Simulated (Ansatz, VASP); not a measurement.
# RbBr in VASP and in Ansatz

The input INCAR:

```
SYSTEM = RbBr
ALGO = Normal ; EDIFF = 1E-6
ENCUT = 520 ; GGA = PE
ISIF = 2 ; ISMEAR = 0
LASPH = .True. ; LCHARG = .False.
LREAL = .False. ; LWAVE = .False.
NBANDS = 24 ; NELM = 80
PREC = Accurate ; SIGMA = 0.01
```

KPOINTS

```
k-points
0
Gamma
  6 6 4
  0 0 0
```

The input POSCAR:

```
RbBr
1.0
    5.9902220880      0.0000000000      0.0000000000
   -2.9951110440      5.1876845025      0.0000000000
    0.0000000000      0.0000000000      7.0258518564
Rb Br
2 2
Direct
    0.3333333333      0.6666666667     -0.0624917499
    0.6666666667      0.3333333333      0.4375082501
    0.3333333333      0.6666666667      0.4374917499
    0.6666666667      0.3333333333      0.9374917499
```

Input for Ansatz:

```yaml
crystal:
  lattice:
    - [5.990222088, 0.0, 0.0]
    - [-2.995111044, 5.1876845025, 0.0]
    - [0.0, 0.0, 7.0258518564]
  atoms:
    - { symbol: Rb, position: [0.3333333333, 0.6666666667, -0.0624917499] }
    - { symbol: Rb, position: [0.6666666667, 0.3333333333, 0.4375082501] }
    - { symbol: Br, position: [0.3333333333, 0.6666666667, 0.4374917499] }
    - { symbol: Br, position: [0.6666666667, 0.3333333333, 0.9374917499] }
kpoints:
  mp_grid: { grid: [6, 6, 4] }
hamiltonian:
  xc: pbe
scf:
  occupations: { method: fixed }
  n_extra_bands: 5
output:
  forces: true
  stress: true
  eigenvalues: true
```

Alike in both runs: task single point; functional PBE; k mesh 6 × 6 × 4; no spin polarisation.

```csv
,VASP,Ansatz
version,VASP 6.6.1,Ansatz 0.2.0
potentials or method,"VASP PAW PBE potentials, release 64 (Rb_sv, Br)","plane waves, PAW"
plane-wave cutoff (eV),520,420
occupations,"gaussian, width 0.01 eV",fixed
valence electrons in the cell,32,32
```

|  | VASP | Ansatz | Ansatz less VASP |
| --- | --- | --- | --- |
| gap on the k mesh at the Fermi level (eV) | 3.98 | 3.98 | +0.002 |
| pressure (GPa) | -0.2 | -0.2 | -0.01 |
| traceless stress, the component that is largest in VASP (GPa) | -0.05 | -0.06 | -0.001 |

Ansatz's warnings: structure snapped to symmetry.
